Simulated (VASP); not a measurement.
# Ge (Cmcm) in VASP: further runs

Ge is run at these levels: PBEsol+D3(BJ); tasks: single point.

Program: VASP 6.6.1. These are calculated values, not measurements. Logs are shortened: lines on timing, memory, paths and dates and some standing lists are left out, and cuts for length are marked.

**1. The cell of the first run**

Symmetry: Cmcm, No. 63, orthorhombic system. The conventional cell has a = 3.142 Å, b = 5.478 Å, c = 4.242 Å, α = 90.00°, β = 90.00°, γ = 90.00°. Within 3.7 Å of Ge (site symmetry m2m) lie 12 Ge at 2.79 to 3.16 Å.

This isn't the form of Ge at room conditions, which is diamond.

**2. Single point, PBEsol+D3(BJ)**

Contents of INCAR:

```
PREC = Accurate ; ENCUT = 520
EDIFF = 1E-6 ; ISMEAR = 0
SIGMA = 0.15 ; LREAL = F
LASPH = T ; NELM = 100
ALGO = Normal ; ISIF = 2
LWAVE = F ; LCHARG = F
GGA = PS ; IVDW = 12
NBANDS = 21
```

Contents of KPOINTS:

```
Automatic mesh
0
Gamma
  20 20 12
```

Contents of POSCAR:

```
Ge
1.0
    1.5708886528     -2.7391286946      0.0000000000
    1.5708886528      2.7391286946      0.0000000000
    0.0000000000      0.0000000000      4.2421526066
Ge
2
Direct
    0.6665533700      0.3334466300      0.2500000000
    0.3334466300      0.6665533700      0.7500000000
```

Potentials or basis: VASP PAW PBE potentials, release 64 (Ge_d).

The run is started by

```
cat potpaw_PBE.64/Ge_d/POTCAR > POTCAR
mpirun -np 1 vasp_std > vasp.out
```

OUTCAR:

```text
PREC = Accurate
   ENCUT = 520
   EDIFF = 1E-6
   ISMEAR = 0
   LREAL = F
   LASPH = T
   NELM = 100
   ISIF = 2
   GGA = PS
   IVDW = 12
 IVDW          = 12

 ion  position               nearest neighbor table
   1  0.667  0.333  0.250-   2 2.79   2 2.79   2 2.79   2 2.79   2 2.80   2 2.80
   2  0.333  0.667  0.750-   1 2.79   1 2.79   1 2.79   1 2.79   1 2.80   1 2.80

  LATTYP: Found a base centered orthorhombic cell.
 ALAT       =     3.1417773056
 B/A-ratio  =     1.7436809985
 C/A-ratio  =     1.3502397509

  Lattice vectors:

 A1 = (   1.5708886528,  -2.7391286946,   0.0000000000)
 A2 = (   1.5708886528,   2.7391286946,   0.0000000000)
 A3 = (   0.0000000000,   0.0000000000,   4.2421526066)

Analysis of symmetry for initial positions (statically):
=====================================================================
 Subroutine PRICEL returns:
 Original cell was already a primitive cell.

 Routine SETGRP: Setting up the symmetry group for a
 base centered orthorhombic supercell.

 Subroutine GETGRP returns: Found  8 space group operations
 (whereof  4 operations were pure point group operations)
 out of a pool of  8 trial point group operations.

The static configuration has the point symmetry C_2h.
 The point group associated with its full space group is D_2h.

Analysis of symmetry for dynamics (positions and initial velocities):
=====================================================================
 Subroutine PRICEL returns:
 Original cell was already a primitive cell.

 Routine SETGRP: Setting up the symmetry group for a
 base centered orthorhombic supercell.

 Subroutine GETGRP returns: Found  8 space group operations
 (whereof  4 operations were pure point group operations)
 out of a pool of  8 trial point group operations.

The dynamic configuration has the point symmetry C_2h.
 The point group associated with its full space group is D_2h.

 Subroutine INISYM returns: Found  8 space group operations
 (whereof  4 operations are pure point group operations),
 and found     1 'primitive' translations

----------------------------------------------------------------------------------------

                                     Primitive cell

  volume of cell :      36.5068

[... 80 lines left out ...]
   ISTART =      0    job   : 0-new  1-cont  2-samecut
   ICHARG =      2    charge: 1-file 2-atom 10-const
   ISPIN  =      1    spin polarized calculation?
   LNONCOLLINEAR =      F non collinear calculations
   LSORBIT =      F    spin-orbit coupling
   LASPH  =      T    aspherical Exc in radial PAW
   ENCUT  =  520.0 eV  38.22 Ry    6.18 a.u.   5.87  5.87  7.89*2*pi/ulx,y,z
   NELM   =    100;   NELMIN=  2; NELMDL= -5     # of ELM steps
   EDIFF  = 0.1E-05   stopping-criterion for ELM
   LREAL  =      F    real-space projection
   EDIFFG = 0.1E-04   stopping-criterion for IOM
   NSW    =      0    number of steps for IOM
   IBRION =     -1    ionic relax: 0-MD 1-quasi-New 2-CG
   NFREE  =      0    steps in history (QN), initial steepest desc. (CG)
   ISIF   =      2    stress and relaxation
   ISYM   =      2    0-nonsym 1-usesym 2-fastsym
   POTIM  = 0.5000    time-step for ionic-motion
   TEBEG  =    0.0;   TEEND  =   0.0 temperature during run
   PSTRESS=    0.0 pullay stress
   NELECT =      28.0000    total number of electrons
   NUPDOWN=      -1.0000    fix difference up-down
   EMIN   =  10.00;   EMAX   =-10.00  energy-range for DOS
   EFERMI =   0.00;   METHOD = LEGACY
   ISMEAR =     0;   SIGMA  =   0.15  broadening in eV -4-tet -1-fermi 0-gaus
   EFERMI_NEDOS =   21; number of points for ismear=-14 and -15
   IALGO  =     38    algorithm
   IMIX   =      4    mixing-type and parameters
     AMIX     =   0.40;   BMIX     =  1.00
     AMIX_MAG =   1.60;   BMIX_MAG =  1.00
  volume/ion in A,a.u.               =      18.25       123.18
  Fermi-wavevector in a.u.,A,eV,Ry     =   1.498544  2.831837 30.553703  2.245634
  Thomas-Fermi vector in A             =   2.610289
   LORBIT       =      0    0 simple, 1 ext, 2 COOP (PROOUT), +10 PAW based schemes
   GGA     = PS    functional components
   LHFCALC =     F    Hartree Fock is set to
   AEXX    =    0.0000 exact exchange contribution
   IVDW    =    12    specifies the selected vdW correction
   LEPSILON=     F    determine dielectric tensor
   LRPA    =     F    only Hartree local field effects (RPA)
 non-spin polarized calculation
 Gauss-broadening in eV      SIGMA  =   0.15
  energy-cutoff  :      520.00
  volume of cell :       36.51
 maximum number of plane-waves:      1008
   NGX = 11   NGY = 11   NGZ = 15

 number of electron      28.0000002 magnetization

 Free energy of the ion-electron system (eV)
  ---------------------------------------------------
  ext. energy  EPLUGINS =         0.00000000
  ---------------------------------------------------
  free energy    TOTEN  =        -9.22826303 eV

  energy without entropy =       -9.21743691  energy(sigma->0) =       -9.22284997

 E-fermi :   7.0136     XC(G=0): -11.5861

 val. band max:        7.0117601569   @ k =  -0.3500   0.1000   0.0000
 cond. band min:       7.0181667833   @ k =   0.4000   0.3500   0.0000
 fundamental gap:      0.0064066263
 Fermi energy:         7.0135599891

 k-point     1 :       0.0000    0.0000    0.0000
  band No.  band energies     occupation
      1     -17.6812      2.00000
      2     -17.6811      2.00000
      3     -17.6808      2.00000
      4     -17.6638      2.00000
      5     -17.6610      2.00000
      6     -17.6502      2.00000
[... 565 lines left out ...]
     20      17.8209      0.00000
     21      20.6934      0.00000

 [... further k-points ...]

------------------------ aborting loop because EDIFF is reached ----------------------------------------

 Edisp (eV)   -0.67743

 E8    (eV) :    -0.4525

  FORCE on cell =-STRESS in cart. coord.  units (eV):
  Direction    XX          YY          ZZ          XY          YZ          ZX
  --------------------------------------------------------------------------------------
  -------------------------------------------------------------------------------------
  Total      -0.51605    -0.52802     0.31783     0.00000     0.00000     0.00000
  in kB     -22.64785   -23.17329    13.94841     0.00000     0.00000     0.00000
  external pressure =      -10.62 kB  Pullay stress =        0.00 kB

 VOLUME and BASIS-vectors are now :
 -----------------------------------------------------------------------------
  energy-cutoff  :      520.00
  volume of cell :       36.51
      direct lattice vectors                 reciprocal lattice vectors
     1.570888653 -2.739128695  0.000000000     0.318291178 -0.182539799  0.000000000
     1.570888653  2.739128695  0.000000000     0.318291178  0.182539799  0.000000000
     0.000000000  0.000000000  4.242152607     0.000000000  0.000000000  0.235729379

 POSITION                                       TOTAL-FORCE (eV/Angst)
 -----------------------------------------------------------------------------------
      1.57089     -0.91242      1.06054         0.000000      0.009949      0.000000
      1.57089      0.91242      3.18161         0.000000     -0.009949     -0.000000
 -----------------------------------------------------------------------------------
    total drift:                               -0.000000     -0.000000      0.000000

  FREE ENERGIE OF THE ION-ELECTRON SYSTEM (eV)
  ---------------------------------------------------
  free  energy   TOTEN  =        -9.9056903617 eV

  energy  without entropy=       -9.8948642418  energy(sigma->0) =       -9.90027730
```

OSZICAR:

```text
N       E                     dE             d eps       ncg     rms          rms(c)
DAV:   1     0.174301353516E+03    0.17430E+03   -0.14215E+04 37713   0.383E+03
DAV:   2     0.140502474934E+02   -0.16025E+03   -0.15520E+03 32904   0.585E+02
DAV:   3    -0.864820658217E+01   -0.22698E+02   -0.22489E+02 36823   0.131E+02
DAV:   4    -0.926968420980E+01   -0.62148E+00   -0.62091E+00 36728   0.251E+01
DAV:   5    -0.927879726871E+01   -0.91131E-02   -0.91128E-02 36899   0.331E+00    0.185E+00
DAV:   6    -0.924300062773E+01    0.35797E-01   -0.31816E-02 44858   0.310E+00    0.983E-01
DAV:   7    -0.922876975889E+01    0.14231E-01   -0.18246E-02 44465   0.199E+00    0.102E-01
DAV:   8    -0.922825409037E+01    0.51567E-03   -0.21048E-03 38825   0.770E-01    0.330E-02
DAV:   9    -0.922826088719E+01   -0.67968E-05   -0.53306E-05 35692   0.862E-02    0.118E-02
DAV:  10    -0.922826307401E+01   -0.21868E-05   -0.22843E-06 32989   0.173E-02    0.123E-03
DAV:  11    -0.922826302985E+01    0.44156E-07   -0.29590E-07 20282   0.923E-03
   1 F= -.99056904E+01 E0= -.99002773E+01  d E =-.108261E-01
```

stdout:

```text
POSCAR found type information on POSCAR Ge
 POSCAR found :  1 types and       2 ions
 scaLAPACK will be used
 -----------------------------------------------------------------------------
|                                                                             |
|                                                                             |
|     You enforced a specific xc type in the INCAR file but a different       |
|     I HOPE YOU KNOW WHAT YOU ARE DOING!                                     |
|                                                                             |
 -----------------------------------------------------------------------------

 LDA part: xc-table for (Slater+PW92), standard interpolation
 POSCAR, INCAR and KPOINTS ok, starting setup
 FFT: planning ... GRIDC
 FFT: planning ... GRID_SOFT
 FFT: planning ... GRID
 WAVECAR not read
 entering main loop
```

Run time: 4.5 min. Hardware: 1 thread of Intel Xeon Platinum 8259CL at 2.50GHz (Skylake/Cascade Lake), shared host; peak memory 0.54 GiB.

What came out:

* Free energy: -9.9057 eV
* Pressure: -1.1 GPa
* Largest force: 0.010 eV/Å
* Band gap on the k mesh: zero (bands 14 and 15 overlap by 8.62 eV)
* Dispersion energy per atom: -0.339 eV

Forces in eV/Å, atoms in the order of the input:
```
Ge   0.000  0.010  0.000
Ge   0.000 -0.010  0.000
```

Levels at points of the mesh, in eV from the Fermi level:
```
           k point  band 10  band 11  band 12  band 13  band 14  band 15  band 16  band 17  band 18  band 19
(0.00, 0.00, 0.00)   -24.56   -13.54    -5.44    -4.83     4.29     4.39     7.01     7.11     8.63    11.15
(0.50, 0.00, 0.00)   -24.54    -9.32    -7.73    -1.14    -0.82     0.35     0.73     1.68     5.03     7.46
(0.50, 0.50, 0.00)   -24.54    -9.39    -7.76    -1.15    -0.88     0.33     0.86     1.66     5.13     7.58
(0.00, 0.00, 0.50)   -24.59   -11.44   -11.44     4.70     4.70     5.90     5.90     5.99     5.99    10.74
(0.50, 0.00, 0.50)   -24.57    -7.47    -7.47    -5.09    -5.09     2.90     2.90     5.25     5.25     9.83
(0.50, 0.50, 0.50)   -24.57    -7.53    -7.53    -5.11    -5.11     3.04     3.04     5.37     5.37     9.80
```

Caveat: the PAW data sets were made with another functional, which shifts forces and pressure a little.

**3. Single point, PBEsol+D3(BJ)**

This run uses another cell than the first one, of the same volume but with other edges.

Contents of INCAR:

```
SYSTEM = Ge
  PREC = Accurate
  ENCUT = 520
  EDIFF = 1E-6
  ISMEAR = 0
  SIGMA = 0.15
  LREAL = .False.
  LASPH = .True.
  NELM = 100
  ALGO = Normal
  ISIF = 2
  LWAVE = .False.
  LCHARG = .False.
  GGA = PS
  IVDW = 12
  NBANDS = 21
```

Contents of KPOINTS:

```
Automatic mesh
0
Gamma
  20 20 12
  0 0 0
```

Contents of POSCAR:

```
Ge
1.0
    1.4003114153     -2.4416964068      0.0000000000
    1.4003114153      2.4416964068      0.0000000000
    0.0000000000      0.0000000000      5.3386055621
Ge
2
Direct
    0.6665533700      0.3334466300      0.2500000000
    0.3334466300      0.6665533700      0.7500000000
```

Potentials or basis: VASP PAW PBE potentials, release 64 (Ge_d).

The run is started by

```
cat potpaw_PBE.64/Ge_d/POTCAR > POTCAR
mpirun -np 1 vasp_std > vasp.out
```

It took 4.8 min on 1 thread of Intel Xeon Platinum 8259CL at 2.50GHz (Skylake/Cascade Lake), shared host; peak memory 0.54 GiB.

It converged, with:

```
Free energy                : -9.9351 eV
Pressure                   : -1.2 GPa
Band gap on the k mesh     : zero (bands 14 and 15 overlap by 8.81 eV)
Dispersion energy per atom : -0.339 eV
```

Stress tensor (GPa, compression positive):
```
 1.82  0.00  0.00
 0.00  1.49  0.00
 0.00  0.00 -6.83
```

Levels at points of the mesh, in eV from the Fermi level:
```csv
k point,band 12,band 13,band 14,band 15,band 16,band 17
"(0.00, 0.00, 0.00)",-9.76,-6.13,5.99,9.20,9.33,10.38
"(0.50, 0.00, 0.00)",-6.69,-3.58,-2.99,-0.66,1.36,4.23
"(0.50, 0.50, 0.00)",-6.74,-3.64,-3.02,-0.73,1.31,4.41
"(0.00, 0.00, 0.50)",-12.29,-1.02,-1.02,9.91,9.91,10.05
"(0.50, 0.00, 0.50)",-6.57,-5.08,-5.08,3.57,3.57,5.37
"(0.50, 0.50, 0.50)",-6.66,-5.11,-5.11,3.52,3.52,5.55
```

Caveat: the stress differs along the axes, from -7 to 2 GPa; the PAW data sets were made with another functional, which shifts forces and pressure a little.

**4. Single point, PBEsol+D3(BJ)**

This run uses another cell than the first one, of the same volume but with other edges.

Contents of INCAR:

```
SYSTEM = Ge
PREC = Accurate ; ENCUT = 520
EDIFF = 1E-6 ; ISMEAR = 0
SIGMA = 0.15 ; LREAL = .FALSE.
LASPH = .TRUE. ; NELM = 100
ALGO = Normal ; ISIF = 2
LWAVE = .FALSE. ; LCHARG = .FALSE.
GGA = PS ; IVDW = 12
NBANDS = 21
```

Contents of KPOINTS:

```
regular mesh
0
G
  20 20 12
  0 0 0
```

Contents of POSCAR:

```
Ge
1.0
    1.5299917960     -2.6678176225      0.0000000000
    1.5299917960      2.6678176225      0.0000000000
    0.0000000000      0.0000000000      4.4719700757
Ge
2
Direct
    0.6665533700      0.3334466300      0.2500000000
    0.3334466300      0.6665533700      0.7500000000
```

The run is started by

```
cat potpaw_PBE.64/Ge_d/POTCAR > POTCAR
mpirun -np 1 vasp_std > vasp.out
```

It took 4.2 min on 1 thread of Intel Xeon Platinum 8259CL at 2.50GHz (Skylake/Cascade Lake), shared host; peak memory 0.53 GiB.

Results (log left out):

- Free energy: -9.9527 eV
- Pressure: -2.2 GPa
- Largest force: 0.007 eV/Å
- Band gap on the k mesh: zero (bands 14 and 15 overlap by 9.07 eV)
- Dispersion energy per atom: -0.339 eV

Forces on the atoms (eV/Å):
```
Ge   0.000  0.007  0.000
Ge   0.000 -0.007  0.000
```

Stress tensor (GPa, compression positive):
```
-3.26  0.00  0.00
 0.00 -3.40  0.00
 0.00  0.00  0.08
```

Levels at points of the mesh, in eV from the Fermi level:
| k point | band 10 | band 11 | band 12 | band 13 | band 14 | band 15 | band 16 | band 17 | band 18 | band 19 |
| --- | --- | --- | --- | --- | --- | --- | --- | --- | --- | --- |
| (0.00, 0.00, 0.00) | -24.58 | -13.51 | -6.51 | -5.29 | 5.33 | 5.44 | 7.74 | 7.86 | 9.89 | 11.00 |
| (0.50, 0.00, 0.00) | -24.56 | -8.96 | -7.49 | -1.76 | -0.98 | -0.53 | 1.45 | 1.48 | 5.60 | 7.23 |
| (0.50, 0.50, 0.00) | -24.56 | -9.03 | -7.52 | -1.79 | -1.04 | -0.55 | 1.42 | 1.63 | 5.72 | 7.36 |
| (0.00, 0.00, 0.50) | -24.60 | -11.62 | -11.62 | 3.26 | 3.26 | 6.70 | 6.70 | 6.80 | 6.80 | 11.52 |
| (0.50, 0.00, 0.50) | -24.58 | -7.31 | -7.31 | -5.07 | -5.07 | 3.40 | 3.40 | 5.29 | 5.29 | 8.87 |
| (0.50, 0.50, 0.50) | -24.58 | -7.38 | -7.38 | -5.10 | -5.10 | 3.55 | 3.55 | 5.38 | 5.38 | 8.89 |

Caveat: the PAW data sets were made with another functional, which shifts forces and pressure a little.

**5. Summary**

```tsv
cell	gap on the mesh (eV)	pressure (GPa)	largest force (eV/Å)
a = 3.158, b = 3.158, c = 4.242 Å, angles 90.0, 90.0, 120.3°, 2 atoms	none	-1.1	0.01
a = 2.815, b = 2.815, c = 5.339 Å, angles 90.0, 90.0, 120.3°, 2 atoms	none	-1.2	-
a = 3.075, b = 3.075, c = 4.472 Å, angles 90.0, 90.0, 120.3°, 2 atoms	none	-2.2	0.01
```

Alike in all rows: task single point; level PBEsol+D3(BJ); potentials or basis VASP PAW PBE potentials, release 64 (Ge_d); no spin polarisation; k mesh 20 × 20 × 12; cutoff (eV) 520; smearing gaussian 0.15 eV.

Caveats: the PAW data sets were made with another functional, which shifts forces and pressure a little; the stress differs along the axes, from -7 to 2 GPa (at least some runs).

Total energies depend on the potentials used, so only differences within one code and one set of settings carry meaning.
